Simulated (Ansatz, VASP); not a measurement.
Two plane-wave programs on RbCdGaC6N6

The input INCAR:

```
PREC = Accurate ; ENCUT = 520
EDIFF = 1E-6 ; ISMEAR = 0
SIGMA = 0.1 ; LREAL = Auto
LASPH = True ; NELM = 100
ALGO = Normal ; ISIF = 2
LWAVE = False ; LCHARG = False
GGA = PE ; NBANDS = 57
```

The input KPOINTS:

```
Automatic mesh
0
Gamma
  4 4 4
```

The input POSCAR:

```
RbCdGaC6N6
1.0
    0.0000000000      5.1635000000      5.1635000000
    5.1635000000      0.0000000000      5.1635000000
    5.1635000000      5.1635000000      0.0000000000
Rb Cd Ga C N
1 1 1 6 6
Direct
    0.7500000000      0.7500000000      0.7500000000
    0.5000000000      0.5000000000      0.5000000000
    0.0000000000      0.0000000000      0.0000000000
    0.8164036000      0.1835964000      0.1835964000
    0.1835964000      0.1835964000      0.8164036000
    0.8164036000      0.1835964000      0.8164036000
    0.1835964000      0.8164036000      0.8164036000
    0.8164036000      0.8164036000      0.1835964000
    0.1835964000      0.8164036000      0.1835964000
    0.7031083600      0.2968916400      0.2968916400
    0.2968916400      0.2968916400      0.7031083600
    0.7031083600      0.2968916400      0.7031083600
    0.2968916400      0.7031083600      0.7031083600
    0.7031083600      0.7031083600      0.2968916400
    0.2968916400      0.7031083600      0.2968916400
```

Input for Ansatz:

```yaml
crystal:
  lattice:
    - [0.0, 5.1635, 5.1635]
    - [5.1635, 0.0, 5.1635]
    - [5.1635, 5.1635, 0.0]
  atoms:
    - { symbol: Rb, position: [0.75, 0.75, 0.75] }
    - { symbol: Cd, position: [0.5, 0.5, 0.5] }
    - { symbol: Ga, position: [0.0, 0.0, 0.0] }
    - { symbol: C, position: [0.8164036, 0.1835964, 0.1835964] }
    - { symbol: C, position: [0.1835964, 0.1835964, 0.8164036] }
    - { symbol: C, position: [0.8164036, 0.1835964, 0.8164036] }
    - { symbol: C, position: [0.1835964, 0.8164036, 0.8164036] }
    - { symbol: C, position: [0.8164036, 0.8164036, 0.1835964] }
    - { symbol: C, position: [0.1835964, 0.8164036, 0.1835964] }
    - { symbol: "N", position: [0.70310836, 0.29689164, 0.29689164] }
    - { symbol: "N", position: [0.29689164, 0.29689164, 0.70310836] }
    - { symbol: "N", position: [0.70310836, 0.29689164, 0.70310836] }
    - { symbol: "N", position: [0.29689164, 0.70310836, 0.70310836] }
    - { symbol: "N", position: [0.70310836, 0.70310836, 0.29689164] }
    - { symbol: "N", position: [0.29689164, 0.70310836, 0.29689164] }
basis:
  ecutwfc: 420
kpoints:
  mp_grid: { grid: [4, 4, 4] }
hamiltonian:
  xc: pbe
scf:
  occupations: { method: gaussian, width: 0.1 }
  lower_state_search: "off"
output:
  forces: true
  stress: true
  eigenvalues: true
```

Alike in both runs: task single point; functional PBE; k mesh 4 × 4 × 4; occupations gaussian, width 0.1 eV; no spin polarisation.

```csv
,VASP,Ansatz
version,VASP 6.6.1,Ansatz 0.2.0
potentials or method,"VASP PAW PBE potentials, release 64 (Rb_sv, Cd, Ga_d, C, N), cutoff 520 eV","scalar-relativistic, plane waves, PAW"
valence electrons in the cell,88,96
```

|  | VASP | Ansatz | Ansatz less VASP |
| --- | --- | --- | --- |
| gap on the k mesh at the Fermi level (eV) | 3.27 | 3.28 | +0.013 |
| least direct gap on the mesh (eV) | 3.29 | 3.31 | +0.012 |
| pressure (GPa) | 17.0 | 16.4 | -0.62 |
| rms of the force components (eV/Å) | 1.730 | 1.911 | +0.1812 |

Atom by atom the forces differ by 0.182 eV/Å (rms over components). With one functional, cell and mesh, what is left measures potentials, basis and numerics. VASP's potentials hold 88 valence electrons a cell and Ansatz's 96, so a difference there can come from the potentials and not from the codes.

Noted on VASP's run: the standard files for N, O and F lose accuracy on very short bonds.
